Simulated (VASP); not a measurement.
The system is InGa2As3.

```
CELL_PARAMETERS angstrom
5.96351 -3.44303 0.00000
5.96351 3.44303 0.00000
0.00000 0.00000 6.53678
ATOMIC_POSITIONS crystal
In 0.33333 0.66667 0.00059
In 0.66667 0.33333 0.50059
Ga 0.00000 0.33333 0.00059
Ga 0.66667 0.00000 0.00059
Ga 0.00000 0.66667 0.50059
Ga 0.33333 0.00000 0.50059
As 0.00000 0.33333 0.37491
As 0.33333 0.66667 0.37491
As 0.66667 0.00000 0.37491
As 0.66667 0.33333 0.87491
As 0.00000 0.66667 0.87491
As 0.33333 0.00000 0.87491
```

- Program: VASP 6.6.1
- Task: relaxation of cell and atoms
- Functional: PBE
- Potentials or basis: VASP PAW PBE potentials, release 64 (In_d, Ga_d, As)
- Cutoff: 600 eV
- k mesh: 3 × 3 × 4
- Occupations: gaussian, width 0.1 eV
- Spin: no spin polarisation

At the start: pressure 11.4 GPa; volume 22.37 Å³/atom.

**Question.** How do energy, volume and symmetry change on relaxing?

**Answer.** Over 9 steps the energy falls by 156.8 meV/atom and the volume is 25.61 Å³/atom (+14.5 %); space group Cmc2_1 (No. 36, to 0.1 Å) before and after.

The path:
| step | energy change (eV) | largest force (eV/Å) | pressure (GPa) | volume (Å³) |
| --- | --- | --- | --- | --- |
| 1 | 0.0000 | 2.0194 | 11.44 | 268.43 |
| 2 | -1.4407 | 0.3791 | -3.86 | 335.39 |
| 3 | -1.7006 | 0.7212 | -0.71 | 313.10 |
| 4 | -1.8035 | 0.4346 | -0.28 | 309.79 |
| 5 | -1.8655 | 0.1954 | 0.51 | 304.55 |
| 6 | -1.8785 | 0.0788 | -0.12 | 308.01 |
| 7 | -1.8786 | 0.0870 | -0.05 | 307.81 |
| 8 | -1.8786 | 0.0808 | -0.15 | 307.90 |
| 9 | -1.8814 | 0.0323 | 0.02 | 307.35 |

Final structure:
```
CELL_PARAMETERS angstrom
6.23894 -3.60154 0.00000
6.23894 3.60154 0.00000
0.00000 0.00000 6.83925
ATOMIC_POSITIONS crystal
In 0.32926 0.67074 0.99945
In 0.67074 0.32926 0.49945
Ga 0.00468 0.33340 0.00113
Ga 0.66660 0.99532 0.00113
Ga 0.99532 0.66660 0.50113
Ga 0.33340 0.00468 0.50113
As 0.01857 0.33356 0.36730
As 0.31460 0.68540 0.39020
As 0.66644 0.98143 0.36730
As 0.68540 0.31460 0.89020
As 0.98143 0.66644 0.86730
As 0.33356 0.01857 0.86730
```
